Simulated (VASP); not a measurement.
# W in VASP: notebook

Runs on W. Level: PBEsol. Tasks: single point.

Program: VASP 6.6.1. These are calculated values, not measurements. Logs are shortened: lines on timing, memory, paths and dates and some standing lists are left out, and cuts for length are marked.

### Step 1. The cell of the first run

The cell holds a slab with vacuum, 9 atoms: a = 3.154 Å, b = 3.154 Å, c = 28.618 Å, α = 90.00°, β = 90.00°, γ = 90.00°.

### Step 2. Single point, PBEsol

The input, INCAR:

```
  PREC = Accurate
  ENCUT = 400
  EDIFF = 1E-6
  ISMEAR = -1
  SIGMA = 0.03
  LREAL = False
  LASPH = True
  NELM = 120
  ALGO = Normal
  ISIF = 2
  LWAVE = False
  LCHARG = False
  LDIPOL = True
  IDIPOL = 3
  DIPOL = 0.5 0.5 0.500
  GGA = PS
  NBANDS = 73
  GGA_COMPAT = False
  NELMDL = -8
```

The input, KPOINTS:

```
Automatic mesh
0
Gamma
  10 10 1
```

The input, POSCAR:

```
W
1.0
    3.1544505420      0.0000000000      0.0000000000
    0.0000000000      3.1544505420      0.0000000000
    0.0000000000      0.0000000000     28.6178021660
W
9
Direct
    0.0000000000      0.0000000000      0.2795462752
    0.5000000000      0.5000000000      0.3346597064
    0.0000000000      0.0000000000      0.3897731376
    0.5000000000      0.5000000000      0.4448865688
    0.0000000000      0.0000000000      0.5000000000
    0.5000000000      0.5000000000      0.5551134312
    0.0000000000      0.0000000000      0.6102268624
    0.5000000000      0.5000000000      0.6653402936
    0.0000000000      0.0000000000      0.7204537248
```

Potentials or basis: VASP PAW PBE potentials, release 64 (W_sv).

Started as:

```sh
> cat potpaw_PBE.64/W_sv/POTCAR > POTCAR
> mpirun -np 1 vasp_std > vasp.out
```

OUTCAR:

```text
PREC = Accurate
   ENCUT = 400
   EDIFF = 1E-6
   ISMEAR = -1
   LREAL = False
   LASPH = True
   NELM = 120
   ISIF = 2
   GGA = PS
   NELMDL = -8

 ion  position               nearest neighbor table
   1  0.000  0.000  0.280-   2 2.73   2 2.73   2 2.73   2 2.73   3 3.15
   2  0.500  0.500  0.335-   1 2.73   1 2.73   1 2.73   1 2.73   3 2.73   3 2.73   3 2.73   3 2.73
                             4 3.15
   3  0.000  0.000  0.390-   4 2.73   4 2.73   4 2.73   4 2.73   2 2.73   2 2.73   2 2.73   2 2.73
                             5 3.15   1 3.15
   4  0.500  0.500  0.445-   3 2.73   5 2.73   3 2.73   5 2.73   3 2.73   5 2.73   3 2.73   5 2.73
                             6 3.15   2 3.15
   5  0.000  0.000  0.500-   4 2.73   6 2.73   4 2.73   6 2.73   4 2.73   6 2.73   4 2.73   6 2.73
                             3 3.15   7 3.15
   6  0.500  0.500  0.555-   5 2.73   7 2.73   5 2.73   7 2.73   5 2.73   7 2.73   5 2.73   7 2.73
                             4 3.15   8 3.15
   7  0.000  0.000  0.610-   6 2.73   6 2.73   6 2.73   6 2.73   8 2.73   8 2.73   8 2.73   8 2.73
                             5 3.15   9 3.15
   8  0.500  0.500  0.665-   9 2.73   9 2.73   9 2.73   9 2.73   7 2.73   7 2.73   7 2.73   7 2.73
                             6 3.15
   9  0.000  0.000  0.720-   8 2.73   8 2.73   8 2.73   8 2.73   7 3.15

  LATTYP: Found a simple tetragonal cell.
 ALAT       =     3.1544505420
 C/A-ratio  =     9.0721987189

  Lattice vectors:

 A1 = (   3.1544505420,   0.0000000000,   0.0000000000)
 A2 = (   0.0000000000,   3.1544505420,   0.0000000000)
 A3 = (   0.0000000000,   0.0000000000,  28.6178021660)

Analysis of symmetry for initial positions (statically):
=====================================================================
 Subroutine PRICEL returns:
 Original cell was already a primitive cell.

 Routine SETGRP: Setting up the symmetry group for a
 simple tetragonal supercell.

 Subroutine GETGRP returns: Found 16 space group operations
 (whereof 16 operations were pure point group operations)
 out of a pool of 16 trial point group operations.

The static configuration has the point symmetry D_4h.

Analysis of symmetry for dynamics (positions and initial velocities):
=====================================================================
 Subroutine PRICEL returns:
 Original cell was already a primitive cell.

 Routine SETGRP: Setting up the symmetry group for a
 simple tetragonal supercell.

 Subroutine GETGRP returns: Found 16 space group operations
 (whereof 16 operations were pure point group operations)
 out of a pool of 16 trial point group operations.

The dynamic configuration has the point symmetry D_4h.

 Subroutine INISYM returns: Found 16 space group operations
 (whereof 16 operations are pure point group operations),
 and found     1 'primitive' translations

----------------------------------------------------------------------------------------

                                     Primitive cell

  volume of cell :     284.7631

  direct lattice vectors                    reciprocal lattice vectors
     3.154450542  0.000000000  0.000000000     0.317012420  0.000000000  0.000000000
     0.000000000  3.154450542  0.000000000     0.000000000  0.317012420  0.000000000
     0.000000000  0.000000000 28.617802166     0.000000000  0.000000000  0.034943284

  length of vectors
     3.154450542  3.154450542 28.617802166     0.317012420  0.317012420  0.034943284

  position of ions in fractional coordinates (direct lattice)
     0.000000000  0.000000000  0.279546275
     0.500000000  0.500000000  0.334659706
     0.000000000  0.000000000  0.389773138
     0.500000000  0.500000000  0.444886569
     0.000000000  0.000000000  0.500000000
     0.500000000  0.500000000  0.555113431
     0.000000000  0.000000000  0.610226862
     0.500000000  0.500000000  0.665340294
     0.000000000  0.000000000  0.720453725

  ion indices of the primitive-cell ions
   primitive index   ion index
                 1           1
                 2           2
                 3           3
                 4           4
                 5           5
                 6           6
                 7           7
                 8           8
                 9           9

----------------------------------------------------------------------------------------

 KPOINTS: Automatic mesh

Automatic generation of k-mesh.
 Grid dimensions read from file:
 generate k-points for:   10   10    1

 Generating k-lattice:

  Cartesian coordinates                     Fractional coordinates (reciprocal lattice)
     0.031701242  0.000000000  0.000000000     0.100000000  0.000000000  0.000000000
     0.000000000  0.031701242  0.000000000     0.000000000  0.100000000  0.000000000
     0.000000000  0.000000000  0.034943284     0.000000000  0.000000000  1.000000000

  Length of vectors
     0.031701242  0.031701242  0.034943284

  Shift w.r.t. Gamma in fractional coordinates (k-lattice)
     0.000000000  0.000000000  0.000000000

 Subroutine IBZKPT returns following result:
 ===========================================

 Found     21 irreducible k-points:

 Following reciprocal coordinates:
            Coordinates               Weight
  0.000000  0.000000  0.000000      1.000000
  0.100000  0.000000  0.000000      4.000000
  0.200000  0.000000  0.000000      4.000000
  0.300000  0.000000  0.000000      4.000000
  0.400000  0.000000  0.000000      4.000000
  0.500000  0.000000  0.000000      2.000000
[... 13 lines left out ...]
  0.500000  0.400000  0.000000      4.000000
  0.500000  0.500000  0.000000      1.000000
   k-points           NKPTS =     21   k-points in BZ     NKDIM =     21   number of bands    NBANDS=     73
   number of dos      NEDOS =    301   number of ions     NIONS =      9
   total plane-waves  NPLWV = 110592
   dimension x,y,z NGX =    24 NGY =   24 NGZ =  192
   dimension x,y,z NGXF=    48 NGYF=   48 NGZF=  384
   ions per type =               9
   NGX,Y,Z   is equivalent  to a cutoff of  12.65, 12.65, 11.15 a.u.
   NGXF,Y,Z  is equivalent  to a cutoff of  25.30, 25.30, 22.31 a.u.
 SYSTEM =  unknown system
   PREC   = accura    normal or accurate (medium, high low for compatibility)
   ISTART =      0    job   : 0-new  1-cont  2-samecut
   ICHARG =      2    charge: 1-file 2-atom 10-const
   ISPIN  =      1    spin polarized calculation?
   LNONCOLLINEAR =      F non collinear calculations
   LSORBIT =      F    spin-orbit coupling
   LASPH  =      T    aspherical Exc in radial PAW
   ENCUT  =  400.0 eV  29.40 Ry    5.42 a.u.   5.14  5.14 46.67*2*pi/ulx,y,z
   NELM   =    120;   NELMIN=  2; NELMDL= -8     # of ELM steps
   EDIFF  = 0.1E-05   stopping-criterion for ELM
   LREAL  =      F    real-space projection
   EDIFFG = 0.1E-04   stopping-criterion for IOM
   NSW    =      0    number of steps for IOM
   IBRION =     -1    ionic relax: 0-MD 1-quasi-New 2-CG
   NFREE  =      0    steps in history (QN), initial steepest desc. (CG)
   ISIF   =      2    stress and relaxation
   ISYM   =      2    0-nonsym 1-usesym 2-fastsym
   POTIM  = 0.5000    time-step for ionic-motion
   TEBEG  =    0.0;   TEEND  =   0.0 temperature during run
   PSTRESS=    0.0 pullay stress
   NELECT =     126.0000    total number of electrons
   NUPDOWN=      -1.0000    fix difference up-down
   EMIN   =  10.00;   EMAX   =-10.00  energy-range for DOS
   EFERMI =   0.00;   METHOD = LEGACY
   ISMEAR =    -1;   SIGMA  =   0.03  broadening in eV -4-tet -1-fermi 0-gaus
   EFERMI_NEDOS =   21; number of points for ismear=-14 and -15
   IALGO  =     38    algorithm
   IMIX   =      4    mixing-type and parameters
     AMIX     =   0.40;   BMIX     =  1.00
     AMIX_MAG =   1.60;   BMIX_MAG =  1.00
  volume/ion in A,a.u.               =      31.64       213.52
  Fermi-wavevector in a.u.,A,eV,Ry     =   1.247490  2.357414 21.173815  1.556232
  Thomas-Fermi vector in A             =   2.381620
   LORBIT       =      0    0 simple, 1 ext, 2 COOP (PROOUT), +10 PAW based schemes
   GGA     = PS    functional components
   LHFCALC =     F    Hartree Fock is set to
   AEXX    =    0.0000 exact exchange contribution
   IVDW    =     0    specifies the selected vdW correction
   LEPSILON=     F    determine dielectric tensor
   LRPA    =     F    only Hartree local field effects (RPA)
 non-spin polarized calculation
  energy-cutoff  :      400.00
  volume of cell :      284.76
 maximum number of plane-waves:      5220
 NGX is ok and might be reduce to    24
   NGX = 11   NGY = 11   NGZ = 93

 dipolmoment           0.000000      0.000000      0.000000 electrons x Angstroem

 number of electron     126.0000007 magnetization

 dipolmoment           0.000000      0.000000     -0.000000 electrons x Angstroem

 Free energy of the ion-electron system (eV)
  ---------------------------------------------------
  ext. energy  EPLUGINS =         0.00000000
  ---------------------------------------------------
  free energy    TOTEN  =      -118.48832849 eV

  energy without entropy =     -118.46450549  energy(sigma->0) =     -118.47641699

 E-fermi :   3.5314     XC(G=0):  -7.7293

 val. band max:        3.5233629081   @ k =   0.5000   0.1000   0.0000
 cond. band min:       3.5450113260   @ k =   0.5000   0.3000   0.0000
 fundamental gap:      0.0216484180
 Fermi energy:         3.5313903477

 k-point     1 :       0.0000    0.0000    0.0000
  band No.  band energies     occupation
      1     -70.5473      2.00000
      2     -70.4985      2.00000
      3     -70.4762      2.00000
      4     -70.4001      2.00000
      5     -70.3967      2.00000
      6     -70.3345      2.00000
[... 65 lines left out ...]
     72       5.2350      0.00000
     73       5.4761      0.00000
[... 1518 lines left out ...]
     72       6.6437      0.00000
     73       6.7525      0.00000

------------------------ aborting loop because EDIFF is reached ----------------------------------------

 vacuum level on the upper side and lower side of the slab       (xc-potential included)        -0.163        -0.163

  FORCE on cell =-STRESS in cart. coord.  units (eV):
  Direction    XX          YY          ZZ          XY          YZ          ZX
  --------------------------------------------------------------------------------------
  -------------------------------------------------------------------------------------
  Total       -8.9427023     -8.9427023     -6.2052367      0.0000000      0.0000000     -0.0000000
  in kB      -50.3147863    -50.3147863    -34.9128430      0.0000000      0.0000000     -0.0000000
  external PRESSURE =     -45.1808052 kB  Pullay stress =       0.0000000 kB

 VOLUME and BASIS-vectors are now :
 -----------------------------------------------------------------------------
  energy-cutoff  :      400.00
  volume of cell :      284.76
      direct lattice vectors                 reciprocal lattice vectors
     3.154450542  0.000000000  0.000000000     0.317012420  0.000000000  0.000000000
     0.000000000  3.154450542  0.000000000     0.000000000  0.317012420  0.000000000
     0.000000000  0.000000000 28.617802166     0.000000000  0.000000000  0.034943284

 POSITION                                       TOTAL-FORCE (eV/Angst)
 -----------------------------------------------------------------------------------
      0.00000      0.00000      8.00000         0.000000     -0.000000      1.774666
      1.57723      1.57723      9.57723        -0.000000      0.000000     -1.703448
      0.00000      0.00000     11.15445         0.000000      0.000000     -0.038087
      1.57723      1.57723     12.73168        -0.000000      0.000000      0.016179
      0.00000      0.00000     14.30890        -0.000000      0.000000      0.000000
      1.57723      1.57723     15.88613        -0.000000      0.000000     -0.016179
      0.00000      0.00000     17.46335        -0.000000      0.000000      0.038087
      1.57723      1.57723     19.04058        -0.000000      0.000000      1.703448
      0.00000      0.00000     20.61780        -0.000000     -0.000000     -1.774666
 -----------------------------------------------------------------------------------
    total drift:                                0.000000     -0.000000      0.000000

  FREE ENERGIE OF THE ION-ELECTRON SYSTEM (eV)
  ---------------------------------------------------
  free  energy   TOTEN  =      -118.4883284852 eV

  energy  without entropy=     -118.4645054946  energy(sigma->0) =     -118.47641699

 vacuum level on the upper side and lower side of the slab         7.693         7.693
```

It took 15 min on 1 thread of Intel Xeon Platinum 8488C (Sapphire Rapids), shared host; peak memory 0.42 GiB.

Results:

```
Free energy            : -118.4883 eV
Largest force          : 1.775 eV/Å
Band gap on the k mesh : zero (band 63 reaches 5.48 eV, above the bottom of band 64 at 3.32 eV)
```

Forces in eV/Å, atoms in the order of the input:
```
W    0.000  0.000  1.775
W    0.000  0.000 -1.703
W    0.000  0.000 -0.038
W    0.000  0.000  0.016
W    0.000  0.000  0.000
W    0.000  0.000 -0.016
W    0.000  0.000  0.038
W    0.000  0.000  1.703
W    0.000  0.000 -1.775
```

Caveat: the PAW data sets were made with another functional, which shifts forces and pressure a little; spin-orbit coupling is left out, which moves the levels of the heavy elements.

### Step 3. Single point, PBEsol

This run uses another cell than the first one, of 40.49 Å³/atom, 1.280 times its volume.

The input, INCAR:

```
SYSTEM = W
ALGO = Normal
DIPOL = 0.5 0.5 0.500
EDIFF = 1E-6
ENCUT = 400
GGA = PS
GGA_COMPAT = .False.
IDIPOL = 3
ISIF = 2
ISMEAR = 1
LASPH = .True.
LCHARG = .True.
LDIPOL = .True.
LELF = .True.
LREAL = .False.
LVACPOTAV = .True.
LVHAR = .True.
LWAVE = .False.
NBANDS = 73
NELM = 120
NELMDL = -8
PREC = Accurate
SIGMA = 0.1
```

The input, KPOINTS:

```
k-points
0
Gamma
  10 10 1
  0 0 0
```

The input, POSCAR:

```
W
1.0
    3.1544505420      0.0000000000      0.0000000000
    0.0000000000      3.1544505420      0.0000000000
    0.0000000000      0.0000000000     36.6178021660
W
9
Direct
    0.0000000000      0.0000000000      0.3277094552
    0.5000000000      0.5000000000      0.3707820914
    0.0000000000      0.0000000000      0.4138547276
    0.5000000000      0.5000000000      0.4569273638
    0.0000000000      0.0000000000      0.5000000000
    0.5000000000      0.5000000000      0.5430726362
    0.0000000000      0.0000000000      0.5861452724
    0.5000000000      0.5000000000      0.6292179086
    0.0000000000      0.0000000000      0.6722905448
```

Potentials or basis: VASP PAW PBE potentials, release 64 (W_sv).

Started as:

```sh
> cat potpaw_PBE.64/W_sv/POTCAR > POTCAR
> mpirun -np 1 vasp_std > vasp.out
```

It took 24 min on 1 thread of Intel Xeon Platinum 8488C (Sapphire Rapids), shared host; peak memory 0.48 GiB.

Results (log left out):

| Item | Value |
| --- | --- |
| Free energy | -118.4725 eV |
| Largest force | 1.784 eV/Å |
| Band gap on the k mesh | zero (band 63 reaches 3.77 eV, above the bottom of band 64 at 1.61 eV) |

Forces on the atoms (eV/Å):
```
W    0.000  0.000  1.784
W    0.000  0.000 -1.714
W    0.000  0.000 -0.028
W    0.000  0.000  0.011
W    0.000  0.000  0.000
W    0.000  0.000 -0.011
W    0.000  0.000  0.028
W    0.000  0.000  1.714
W    0.000  0.000 -1.784
```

Levels at points of the mesh, in eV from the Fermi level:
```csv
k point,band 60,band 61,band 62,band 63,band 64,band 65,band 66,band 67
"(0.00, 0.00, 0.00)",-0.61,-0.61,-0.30,-0.29,-0.08,-0.08,-0.03,-0.01
"(0.50, 0.00, 0.00)",-0.61,-0.36,-0.29,-0.09,0.06,0.16,0.72,0.93
"(0.50, 0.50, 0.00)",0.13,0.13,1.92,1.94,2.14,2.14,2.23,2.23
```

Caveat: the PAW data sets were made with another functional, which shifts forces and pressure a little; spin-orbit coupling is left out, which moves the levels of the heavy elements.
